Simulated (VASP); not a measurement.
Sn: single point with r2SCAN

Crystal: Sn.

```
Sn
1.0
     4.62755    0.00000    0.00000
    -2.31377    4.00758    0.00000
     0.00000    0.00000    7.62871
Sn
4
Cartesian
  0.0000 2.6717 3.3338
  2.3138 1.3359 7.1481
  2.3138 1.3359 4.2949
  0.0000 2.6717 0.4806
```

This isn't the form of Sn at room conditions, which is tetragonal (white tin).

```yaml
Program: VASP 6.6.1
Task: single point
Functional: r2SCAN
Potentials_or_basis: VASP PAW PBE potentials, release 64 (Sn_d)
Cutoff: 550 eV
k_mesh: 12 × 12 × 6
Occupations: gaussian, width 0.1 eV
Spin: no spin polarisation
Dipole_correction: no
Further_INCAR_settings: ALGO = Normal; EDIFF = 1e-06; NBANDS = 36
```

| Item | Value |
| --- | --- |
| Pressure | 0.0 GPa |
| Largest force | 0.007 eV/Å |

Forces in eV/Å, atoms in the order of the input:
```
Sn   0.000  0.000  0.007
Sn   0.000  0.000  0.007
Sn   0.000  0.000 -0.007
Sn   0.000  0.000 -0.007
```

Levels at points of the mesh, in eV from the Fermi level:
| k point | band 24 | band 25 | band 26 | band 27 | band 28 | band 29 | band 30 | band 31 | band 32 | band 33 |
| --- | --- | --- | --- | --- | --- | --- | --- | --- | --- | --- |
| (0.00, 0.00, 0.00) | -1.28 | -1.28 | -0.59 | -0.15 | -0.12 | 0.07 | 0.07 | 2.01 | 2.01 | 2.38 |
| (0.50, 0.00, 0.00) | -5.93 | -3.72 | -2.59 | -2.24 | -1.26 | 0.71 | 1.33 | 3.25 | 3.31 | 3.72 |
| (0.00, 0.00, 0.50) | -4.24 | -0.75 | -0.75 | -0.75 | -0.75 | 0.48 | 0.48 | 2.96 | 2.96 | 2.96 |
| (0.50, 0.00, 0.50) | -6.80 | -2.16 | -2.16 | -2.04 | -2.04 | 0.55 | 0.55 | 2.09 | 2.09 | 5.23 |

Run time: 24 min on 1 thread of Oxide Virtual Turin-like Processor (shared host), peak memory 0.46 GiB.

Caveat: the PAW data sets were made with another functional, which shifts forces and pressure a little; spin-orbit coupling is left out, which moves the levels of the heavy elements.
